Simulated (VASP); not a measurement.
Be16H (a cell with a defect), 17 atoms in the cell. The cell holds a defect, 17 atoms: a = 4.580 Å, b = 3.966 Å, c = 7.177 Å, α = 90.00°, β = 90.00°, γ = 90.00°. 

* Program: VASP 6.6.1
* Task: single point
* Functional: PBE
* Potentials or basis: VASP PAW PBE potentials, release 64 (Be, H)
* Cutoff: 520 eV
* k mesh: 4 × 4 × 3
* Occupations: fermi-dirac, width 0.15 eV
* Spin: no spin polarisation
* Dipole correction: no
* Further INCAR settings: LREAL = Auto; ALGO = Normal; EDIFF = 1e-07; NBANDS = 30

Potentials or basis: VASP PAW PBE potentials, release 64 (Be, H).

Command:

```console
$ cat potpaw_PBE.64/Be/POTCAR potpaw_PBE.64/H/POTCAR > POTCAR
$ mpirun -np 1 vasp_std > vasp.out
```

Hardware: 1 thread of AMD EPYC 7R13, with other jobs on the host.

Q: How long does it take, and how much memory?

A: Run time: 5 min on 1 thread of AMD EPYC 7R13, with other jobs on the host, peak memory 0.22 GiB. Counts: scf iterations 14, k points 26.
